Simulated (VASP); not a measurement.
Runs of VASP 6.6.1 on MnHg. The structure is that of space group Pm-3m (No. 221), or close to it. The cells are those of the table. 

```tsv
spin	cell	gap on the mesh (eV)	pressure (GPa)	moment (μB)
collinear, ferromagnetic start	a = 3.315 Å, 2 atoms	none	-4.3	3.93
collinear, ferromagnetic start	a = 3.077 Å, 2 atoms	none	22.3	3.21
collinear, ferromagnetic start	a = 3.224 Å, 2 atoms	none	2.4	3.70
collinear, ferromagnetic start	a = 3.422 Å, 2 atoms	none	(a)	4.10
collinear, ferromagnetic start	a = 3.152 Å, 2 atoms	none	(b)	3.47
collinear, ferromagnetic start	a = 3.270 Å, 2 atoms	none	-1.6	3.80
off	a = 3.315 Å, 2 atoms	none	-20.1	-
collinear, ferromagnetic start	a = 3.503 Å, 2 atoms	none	-11.5	4.19
collinear, ferromagnetic start	a = 3.359 Å, 2 atoms	none	-6.8	4.00
```

Alike in all rows: task single point; level PBEsol; potentials or basis VASP PAW PBE potentials, release 64 (Mn_pv, Hg); k mesh 12 × 12 × 12; cutoff (eV) 520; smearing gaussian 0.1 eV.

Task: Estimate the missing entries.

Result: (a) -9.3; (b) 10.2.

Caveats: the PAW data sets were made with another functional, which shifts forces and pressure a little; spin-orbit coupling is left out, which moves the levels of the heavy elements; the cell stands under tension (at least some runs); the cell stands under pressure (at least some runs).

A k mesh can miss the band edges, and the runs leave out spin-orbit coupling on Hg.

A gap of «none» marks levels without a gap at the run's occupations.
